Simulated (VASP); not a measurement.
Here is a VASP 6.6.1 calculation.

File POSCAR:

```
HfO2
1.0
    3.6013519683      0.0000000000      0.0000000000
    0.0000000000      3.6013519683      0.0000000000
    0.0000000000      0.0000000000      5.2279684216
Hf O
2 4
Direct
    0.0000000000      0.0000000000      0.0000000000
    0.5000000000      0.5000000000      0.5000000000
    0.0000000000      0.5000000000      0.3032141976
    0.0000000000      0.5000000000      0.8032141976
    0.5000000000      0.0000000000      0.6967858024
    0.5000000000      0.0000000000      0.1967858024
```

The input INCAR.step1:

```
SYSTEM = HfO2
ALGO = Normal ; EDIFF = 1E-5
EDIFFG = -0.005 ; ENCUT = 660
GGA = PE ; GGA_COMPAT = .FALSE.
IBRION = 2 ; ISIF = 3
ISMEAR = 0 ; LASPH = .TRUE.
LCHARG = .FALSE. ; LREAL = .FALSE.
LWAVE = .TRUE. ; NELM = 120
NELMIN = 4 ; NSW = 100
PREC = Accurate ; SIGMA = 0.02
```

The input INCAR.step2:

```
SYSTEM = HfO2
ALGO = Normal ; EDIFF = 1E-7
EDIFFG = -0.01 ; ENCUT = 660
GGA_COMPAT = .FALSE. ; IBRION = 2
ISIF = 3 ; ISMEAR = 0
ISTART = 1 ; LASPH = .TRUE.
LCHARG = .FALSE. ; LMIXTAU = .TRUE.
LREAL = .FALSE. ; LWAVE = .FALSE.
METAGGA = R2SCAN ; NELM = 120
NELMIN = 4 ; NSW = 80
PREC = Accurate ; SIGMA = 0.02
```

File KPOINTS:

```
k-points
0
G
  6 6 6
  0 0 0
```

Potentials or basis: VASP PAW PBE potentials, release 64 (Hf_pv, O).

Command:

```bash
$ cat potpaw_PBE.64/Hf_pv/POTCAR potpaw_PBE.64/O/POTCAR > POTCAR
$ cp INCAR.step1 INCAR
$ mpirun -np 1 vasp_std > vasp.out
$ cp INCAR.step2 INCAR
$ mpirun -np 1 vasp_std > vasp.out
```

Problem. What does it give for the space group after relaxing (to 0.1 Å)?

Solution. P4_2/nmc (No. 137).

Problem. What does it give for the band gap on the k mesh?

Solution. 5.30 eV (least direct gap 5.38 eV).

Problem. What does it give for the relaxed volume?

Solution. 10.92 Å³/atom.

Problem. Estimate the relaxed cell.

Solution. a = 3.560 Å, b = 3.560 Å, c = 5.169 Å, α = 90.00°, β = 90.00°, γ = 90.00°.

Step by step:
```
step  energy change (eV)  largest force (eV/Å)  pressure (GPa)  volume (Å³)
   1              0.0000                0.1787           -8.62        67.81
   2              0.1283                0.4085           17.49        62.01
   3             -0.0631                0.0144           -0.19        65.62
   4             -0.0631                0.0188            0.00        65.58
   5             -0.0632                0.0180            0.00        65.56
   6             -0.0633                0.0165            0.01        65.53
   7             -0.0633                0.0115           -0.01        65.53
   8             -0.0634                0.0000           -0.05        65.51
```

Caveat: the PAW data sets were made with another functional, which shifts forces and pressure a little; spin-orbit coupling is left out, which moves the levels of the heavy elements. A k mesh can miss the band edges.
